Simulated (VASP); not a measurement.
# ZnO (P4_2/mnm) in VASP: notebook

The runs below take ZnO through single point, with PBE.

All numbers are computed with VASP 6.6.1; they aren't measurements. Logs are shortened: lines on timing, memory, paths and dates and some standing lists are left out, and cuts for length are marked.

## Step 1: The cell of the first run

It takes space group P4_2/mnm (No. 136, tetragonal). The conventional cell has a = 5.338 Å, b = 5.338 Å, c = 3.293 Å, α = 90.00°, β = 90.00°, γ = 90.00°. Within 2.5 Å of Zn (site symmetry m2m) lie 4 O at 1.91 to 1.99 Å. O (site symmetry m2m) has 4 Zn at 1.91 to 1.99 Å within 2.5 Å.

## Step 2: Single point, PBE (11.73 Å³/atom)

INCAR reads:

```
PREC = Accurate ; ENCUT = 520
EDIFF = 1E-7 ; ISMEAR = 0
SIGMA = 0.02 ; LREAL = False
LASPH = True ; NELM = 100
ALGO = Normal ; ISIF = 2
LWAVE = False ; LCHARG = False
GGA = PE ; NBANDS = 46
```

KPOINTS reads:

```
Automatic mesh
0
Gamma
  6 6 8
```

POSCAR reads:

```
ZnO
1.0
    5.3384074940      0.0000000000      0.0000000000
    0.0000000000      5.3384074940      0.0000000000
    0.0000000000      0.0000000000      3.2933722473
Zn O
4 4
Direct
    0.1859058691      0.1859058691      0.5000000000
    0.8140941309      0.8140941309      0.5000000000
    0.6859058691      0.3140941309      0.0000000000
    0.3140941309      0.6859058691      0.0000000000
    0.8133215270      0.1866784730      0.5000000000
    0.1866784730      0.8133215270      0.5000000000
    0.6866784730      0.6866784730      0.0000000000
    0.3133215270      0.3133215270      0.0000000000
```

Potentials or basis: VASP PAW PBE potentials, release 64 (Zn, O).

Started as:

```sh
> cat potpaw_PBE.64/Zn/POTCAR potpaw_PBE.64/O/POTCAR > POTCAR
> mpirun -np 1 vasp_std > vasp.out
```

OUTCAR:

```text
PREC = Accurate
   ENCUT = 520
   EDIFF = 1E-7
   ISMEAR = 0
   LREAL = False
   LASPH = True
   NELM = 100
   ISIF = 2
   GGA = PE

 ion  position               nearest neighbor table
   1  0.186  0.186  0.500-   8 1.91   8 1.91   5 1.99   6 1.99   2 2.81
   2  0.814  0.814  0.500-   7 1.91   7 1.91   5 1.99   6 1.99   1 2.81
   3  0.686  0.314  0.000-   5 1.91   5 1.91   8 1.99   7 1.99   4 2.81
   4  0.314  0.686  0.000-   6 1.91   6 1.91   8 1.99   7 1.99   3 2.81
   5  0.813  0.187  0.500-   3 1.91   3 1.91   1 1.99   2 1.99
   6  0.187  0.813  0.500-   4 1.91   4 1.91   1 1.99   2 1.99
   7  0.687  0.687  0.000-   2 1.91   2 1.91   4 1.99   3 1.99
   8  0.313  0.313  0.000-   1 1.91   1 1.91   4 1.99   3 1.99

  LATTYP: Found a simple tetragonal cell.
 ALAT       =     5.3384074940
 C/A-ratio  =     0.6169203552

  Lattice vectors:

 A1 = (   5.3384074940,   0.0000000000,   0.0000000000)
 A2 = (   0.0000000000,   5.3384074940,   0.0000000000)
 A3 = (   0.0000000000,   0.0000000000,   3.2933722473)

Analysis of symmetry for initial positions (statically):
=====================================================================
 Subroutine PRICEL returns:
 Original cell was already a primitive cell.

 Routine SETGRP: Setting up the symmetry group for a
 simple tetragonal supercell.

 Subroutine GETGRP returns: Found 16 space group operations
 (whereof  8 operations were pure point group operations)
 out of a pool of 16 trial point group operations.

The static configuration has the point symmetry D_2h.
 The point group associated with its full space group is D_4h.

Analysis of symmetry for dynamics (positions and initial velocities):
=====================================================================
 Subroutine PRICEL returns:
 Original cell was already a primitive cell.

 Routine SETGRP: Setting up the symmetry group for a
 simple tetragonal supercell.

 Subroutine GETGRP returns: Found 16 space group operations
 (whereof  8 operations were pure point group operations)
 out of a pool of 16 trial point group operations.

The dynamic configuration has the point symmetry D_2h.
 The point group associated with its full space group is D_4h.

 Subroutine INISYM returns: Found 16 space group operations
 (whereof  8 operations are pure point group operations),
 and found     1 'primitive' translations

----------------------------------------------------------------------------------------

                                     Primitive cell

  volume of cell :      93.8565

  direct lattice vectors                    reciprocal lattice vectors
     5.338407494  0.000000000  0.000000000     0.187321781  0.000000000  0.000000000
     0.000000000  5.338407494  0.000000000     0.000000000  0.187321781  0.000000000
     0.000000000  0.000000000  3.293372247     0.000000000  0.000000000  0.303640137

  length of vectors
     5.338407494  5.338407494  3.293372247     0.187321781  0.187321781  0.303640137

  position of ions in fractional coordinates (direct lattice)
     0.185905869  0.185905869  0.500000000
     0.814094131  0.814094131  0.500000000
     0.685905869  0.314094131  0.000000000
     0.314094131  0.685905869  0.000000000
     0.813321527  0.186678473  0.500000000
     0.186678473  0.813321527  0.500000000
     0.686678473  0.686678473  0.000000000
     0.313321527  0.313321527  0.000000000

  ion indices of the primitive-cell ions
   primitive index   ion index
                 1           1
                 2           2
                 3           3
                 4           4
                 5           5
                 6           6
                 7           7
                 8           8

----------------------------------------------------------------------------------------

 KPOINTS: Automatic mesh

Automatic generation of k-mesh.
 Grid dimensions read from file:
 generate k-points for:    6    6    8

 Generating k-lattice:

  Cartesian coordinates                     Fractional coordinates (reciprocal lattice)
     0.031220297  0.000000000  0.000000000     0.166666667  0.000000000  0.000000000
     0.000000000  0.031220297  0.000000000     0.000000000  0.166666667  0.000000000
     0.000000000  0.000000000  0.037955017     0.000000000  0.000000000  0.125000000

  Length of vectors
     0.031220297  0.031220297  0.037955017

  Shift w.r.t. Gamma in fractional coordinates (k-lattice)
     0.000000000  0.000000000  0.000000000

 Subroutine IBZKPT returns following result:
 ===========================================

 Found     50 irreducible k-points:

 Following reciprocal coordinates:
            Coordinates               Weight
  0.000000  0.000000  0.000000      1.000000
  0.166667  0.000000  0.000000      4.000000
  0.333333  0.000000  0.000000      4.000000
  0.500000  0.000000  0.000000      2.000000
  0.166667  0.166667  0.000000      4.000000
  0.333333  0.166667  0.000000      8.000000
[... 16 lines left out ...]
  0.333333  0.000000  0.250000      8.000000
  0.500000  0.000000  0.250000      4.000000
 [... further k-points ...]
   k-points           NKPTS =     50   k-points in BZ     NKDIM =     50   number of bands    NBANDS=     46
   number of dos      NEDOS =    301   number of ions     NIONS =      8
   total plane-waves  NPLWV =  38400
   dimension x,y,z NGX =    40 NGY =   40 NGZ =   24
   dimension x,y,z NGXF=    80 NGYF=   80 NGZF=   48
   ions per type =               4   4
   NGX,Y,Z   is equivalent  to a cutoff of  12.46, 12.46, 12.11 a.u.
   NGXF,Y,Z  is equivalent  to a cutoff of  24.91, 24.91, 24.23 a.u.
 SYSTEM =  unknown system
   PREC   = accura    normal or accurate (medium, high low for compatibility)
   ISTART =      0    job   : 0-new  1-cont  2-samecut
   ICHARG =      2    charge: 1-file 2-atom 10-const
   ISPIN  =      1    spin polarized calculation?
   LNONCOLLINEAR =      F non collinear calculations
   LSORBIT =      F    spin-orbit coupling
   LASPH  =      T    aspherical Exc in radial PAW
   ENCUT  =  520.0 eV  38.22 Ry    6.18 a.u.   9.93  9.93  6.12*2*pi/ulx,y,z
   NELM   =    100;   NELMIN=  2; NELMDL= -5     # of ELM steps
   EDIFF  = 0.1E-06   stopping-criterion for ELM
   LREAL  =      F    real-space projection
   EDIFFG = 0.1E-05   stopping-criterion for IOM
   NSW    =      0    number of steps for IOM
   IBRION =     -1    ionic relax: 0-MD 1-quasi-New 2-CG
   NFREE  =      0    steps in history (QN), initial steepest desc. (CG)
   ISIF   =      2    stress and relaxation
   ISYM   =      2    0-nonsym 1-usesym 2-fastsym
   POTIM  = 0.5000    time-step for ionic-motion
   TEBEG  =    0.0;   TEEND  =   0.0 temperature during run
   PSTRESS=    0.0 pullay stress
   NELECT =      72.0000    total number of electrons
   NUPDOWN=      -1.0000    fix difference up-down
   EMIN   =  10.00;   EMAX   =-10.00  energy-range for DOS
   EFERMI =   0.00;   METHOD = LEGACY
   ISMEAR =     0;   SIGMA  =   0.02  broadening in eV -4-tet -1-fermi 0-gaus
   EFERMI_NEDOS =   21; number of points for ismear=-14 and -15
   IALGO  =     38    algorithm
   IMIX   =      4    mixing-type and parameters
     AMIX     =   0.40;   BMIX     =  1.00
     AMIX_MAG =   1.60;   BMIX_MAG =  1.00
  volume/ion in A,a.u.               =      11.73        79.17
  Fermi-wavevector in a.u.,A,eV,Ry     =   1.498641  2.832021 30.557658  2.245924
  Thomas-Fermi vector in A             =   2.610374
   LORBIT       =      0    0 simple, 1 ext, 2 COOP (PROOUT), +10 PAW based schemes
   GGA     = PE    functional components
   LHFCALC =     F    Hartree Fock is set to
   AEXX    =    0.0000 exact exchange contribution
   IVDW    =     0    specifies the selected vdW correction
   LEPSILON=     F    determine dielectric tensor
   LRPA    =     F    only Hartree local field effects (RPA)
 non-spin polarized calculation
 Gauss-broadening in eV      SIGMA  =   0.02
  energy-cutoff  :      520.00
  volume of cell :       93.86
 maximum number of plane-waves:      2560
 NGX is ok and might be reduce to    40
   NGX = 19   NGY = 19   NGZ = 13

 number of electron      72.0000007 magnetization

 Free energy of the ion-electron system (eV)
  ---------------------------------------------------
  ext. energy  EPLUGINS =         0.00000000
  ---------------------------------------------------
  free energy    TOTEN  =       -35.12663356 eV

  energy without entropy =      -35.12663356  energy(sigma->0) =      -35.12663356

 E-fermi :   1.4908     XC(G=0): -10.9327

 val. band max:        1.3892823118   @ k =   0.0000   0.0000   0.0000
 cond. band min:       2.3457160128   @ k =   0.0000   0.0000   0.0000
 fundamental gap:      0.9564337009
 Fermi energy:         1.4907598664

 k-point     1 :       0.0000    0.0000    0.0000
  band No.  band energies     occupation
      1     -17.0329      2.00000
      2     -16.2282      2.00000
      3     -16.2282      2.00000
      4     -16.1029      2.00000
      5      -5.1023      2.00000
      6      -4.8748      2.00000
[... 38 lines left out ...]
     45      12.3150      0.00000
     46      13.5954      0.00000

 k-point     2 :       0.1667    0.0000    0.0000
  band No.  band energies     occupation
      1     -16.9889      2.00000
      2     -16.3165      2.00000
      3     -16.2109      2.00000
      4     -16.0780      2.00000
      5      -5.1029      2.00000
      6      -4.9024      2.00000
[... 38 lines left out ...]
     45      12.6217      0.00000
     46      13.7367      0.00000

 k-point     3 :       0.3333    0.0000    0.0000
  band No.  band energies     occupation
      1     -16.8656      2.00000
      2     -16.4903      2.00000
      3     -16.1660      2.00000
      4     -16.0763      2.00000
      5      -5.0886      2.00000
      6      -4.9700      2.00000
[... 1018 lines left out ...]
     45      10.9872      0.00000
     46      11.8219      0.00000

 k-point    24 :       0.5000    0.0000    0.2500
  band No.  band energies     occupation
      1     -16.5169      2.00000
      2     -16.5169      2.00000
      3     -16.0586      2.00000
      4     -16.0586      2.00000
      5      -4.9133      2.00000
      6      -4.9133      2.00000
[... 38 lines left out ...]
     45      11.3020      0.00000
     46      11.3020      0.00000

 [... further k-points ...]

------------------------ aborting loop because EDIFF is reached ----------------------------------------

  FORCE on cell =-STRESS in cart. coord.  units (eV):
  Direction    XX          YY          ZZ          XY          YZ          ZX
  --------------------------------------------------------------------------------------
  -------------------------------------------------------------------------------------
  Total        8.0214787      8.0214787      8.2931301      0.0000000      0.0000000      0.0000000
  in kB      136.9306761    136.9306761    141.5679026      0.0000000      0.0000000      0.0000000
  external PRESSURE =     138.4764183 kB  Pullay stress =       0.0000000 kB

 VOLUME and BASIS-vectors are now :
 -----------------------------------------------------------------------------
  energy-cutoff  :      520.00
  volume of cell :       93.86
      direct lattice vectors                 reciprocal lattice vectors
     5.338407494  0.000000000  0.000000000     0.187321781  0.000000000  0.000000000
     0.000000000  5.338407494  0.000000000     0.000000000  0.187321781  0.000000000
     0.000000000  0.000000000  3.293372247     0.000000000  0.000000000  0.303640137

 POSITION                                       TOTAL-FORCE (eV/Angst)
 -----------------------------------------------------------------------------------
      0.99244      0.99244      1.64669         0.003777      0.003777     -0.000000
      4.34597      4.34597      1.64669        -0.003777     -0.003777      0.000000
      3.66165      1.67676      0.00000         0.003777     -0.003777      0.000000
      1.67676      3.66165      0.00000        -0.003777      0.003777      0.000000
      4.34184      0.99657      1.64669        -0.001294      0.001294      0.000000
      0.99657      4.34184      1.64669         0.001294     -0.001294      0.000000
      3.66577      3.66577      0.00000         0.001294      0.001294      0.000000
      1.67264      1.67264      0.00000        -0.001294     -0.001294      0.000000
 -----------------------------------------------------------------------------------
    total drift:                               -0.000000      0.000000     -0.000000

  FREE ENERGIE OF THE ION-ELECTRON SYSTEM (eV)
  ---------------------------------------------------
  free  energy   TOTEN  =       -35.1266335565 eV

  energy  without entropy=      -35.1266335565  energy(sigma->0) =      -35.12663356
```

It took 6.2 min on 1 thread of AMD EPYC 7R13, shared host; peak memory 0.26 GiB.

What came out:

- Free energy: -35.1266 eV
- Pressure: 13.8 GPa
- Largest force: 0.005 eV/Å
- Band gap on the k mesh: 0.96 eV

Forces on the atoms (eV/Å):
```
Zn   0.004  0.004  0.000
Zn  -0.004 -0.004  0.000
Zn   0.004 -0.004  0.000
Zn  -0.004  0.004  0.000
O   -0.001  0.001  0.000
O    0.001 -0.001  0.000
O    0.001  0.001  0.000
O   -0.001 -0.001  0.000
```

Caveat: the cell stands under pressure.

## Step 3: Single point, PBE (12.12 Å³/atom)

This run uses another cell than the first one, of 12.12 Å³/atom.

INCAR reads:

```
SYSTEM = ZnO
PREC = Accurate
ENCUT = 520
EDIFF = 1E-6
ISMEAR = 0
SIGMA = 0.02
LREAL = .FALSE.
LASPH = .TRUE.
NELM = 60
ALGO = Normal
ISIF = 2
LWAVE = .FALSE.
LCHARG = .FALSE.
GGA = PE
NBANDS = 46
```

KPOINTS reads:

```
regular mesh
0
G
  6 6 8
  0 0 0
```

POSCAR reads:

```
ZnO
1.0
    5.4452559485      0.0000000000      0.0000000000
    0.0000000000      5.4452559485      0.0000000000
    0.0000000000      0.0000000000      3.2697468458
Zn O
4 4
Direct
    0.1839781009      0.1839781009      0.5000000000
    0.8160218991      0.8160218991      0.5000000000
    0.6839781009      0.3160218991      0.0000000000
    0.3160218991      0.6839781009      0.0000000000
    0.8161383487      0.1838616513      0.5000000000
    0.1838616513      0.8161383487      0.5000000000
    0.6838616513      0.6838616513      0.0000000000
    0.3161383487      0.3161383487      0.0000000000
```

Potentials or basis: VASP PAW PBE potentials, release 64 (Zn, O).

Started as:

```sh
> cat potpaw_PBE.64/Zn/POTCAR potpaw_PBE.64/O/POTCAR > POTCAR
> mpirun -np 1 vasp_std > vasp.out
```

Wall time 6.5 min (1 thread of AMD EPYC 7R13, shared host); peak memory 0.26 GiB.

Results (log left out):

```
Free energy            : -35.3467 eV
Pressure               : 9.1 GPa
Largest force          : 0.011 eV/Å
Band gap on the k mesh : 0.86 eV
```

Forces in eV/Å, atoms in the order of the input:
```
Zn  -0.008 -0.008  0.000
Zn   0.008  0.008  0.000
Zn  -0.008  0.008  0.000
Zn   0.008 -0.008  0.000
O    0.001 -0.001  0.000
O   -0.001  0.001  0.000
O   -0.001 -0.001  0.000
O    0.001  0.001  0.000
```

Stress tensor (GPa, compression positive):
```
8.99 0.00 0.00
0.00 8.99 0.00
0.00 0.00 9.46
```

Levels at points of the mesh, in eV from the valence-band top:
| k point | band 33 | band 34 | band 35 | band 36 | band 37 | band 38 | band 39 | band 40 |
| --- | --- | --- | --- | --- | --- | --- | --- | --- |
| (0.00, 0.00, 0.00) | -0.49 | -0.14 | -0.14 | 0.00 | 0.86 | 5.35 | 5.35 | 6.82 |
| (0.50, 0.00, 0.00) | -0.45 | -0.45 | -0.43 | -0.43 | 3.30 | 3.30 | 6.17 | 6.17 |
| (0.50, 0.50, 0.00) | -0.91 | -0.91 | -0.69 | -0.69 | 4.38 | 4.38 | 4.73 | 4.73 |
| (0.00, 0.00, 0.50) | -1.82 | -1.82 | -1.30 | -1.30 | 5.92 | 5.92 | 8.20 | 8.20 |
| (0.50, 0.00, 0.50) | -1.58 | -1.58 | -1.04 | -1.04 | 6.05 | 6.05 | 6.82 | 6.82 |
| (0.50, 0.50, 0.50) | -1.34 | -1.34 | -1.32 | -1.32 | 5.52 | 5.52 | 6.13 | 6.13 |

Caveat: the cell stands under pressure.

[end of part 1 of 3]
